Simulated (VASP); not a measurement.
A run of VASP 6.6.1 is set up as follows.

The input INCAR:

```
  PREC = Accurate
  ENCUT = 520
  EDIFF = 1E-7
  ISMEAR = 1
  SIGMA = 0.05
  LREAL = F
  LASPH = T
  NELM = 100
  ALGO = Normal
  ISIF = 2
  LWAVE = F
  LCHARG = T
  GGA = PE
  LELF = T
  LVHAR = T
  NBANDS = 25
```

The input KPOINTS:

```
Automatic mesh
0
Gamma
  3 6 6
```

The input POSCAR:

```
Sc2Si3
1.0
    6.4045930000      0.0000000000      0.0000000000
    0.0000000000      2.0413065223      3.5290963685
    0.0000000000     -2.0413065223      3.5290963685
Sc Si
2 3
Direct
    0.2362180000      0.0000380000      0.0000380000
    0.7637820000      0.0000380000      0.0000380000
    0.5000000000      0.3331795000      0.3331795000
    0.0000000000      0.3333970000      0.3333970000
    0.5000000000      0.6666550000      0.6666550000
```

Potentials or basis: VASP PAW PBE potentials, release 64 (Sc_sv, Si).

The run is started by

```sh
$ cat potpaw_PBE.64/Sc_sv/POTCAR potpaw_PBE.64/Si/POTCAR > POTCAR
$ mpirun -np 1 vasp_std > vasp.out
```

Q: What does it give for the largest force?

A: 0.024 eV/Å.

Q: Predict the band gap on the k mesh.

A: Zero (band 17 reaches 7.36 eV, above the bottom of band 18 at 6.00 eV).

Q: Estimate the pressure.

A: -0.1 GPa.

Forces on the atoms (eV/Å):
```
Sc  -0.023  0.000 -0.008
Sc   0.023  0.000 -0.008
Si   0.000  0.000 -0.005
Si   0.000  0.000  0.008
Si   0.000  0.000  0.012
```
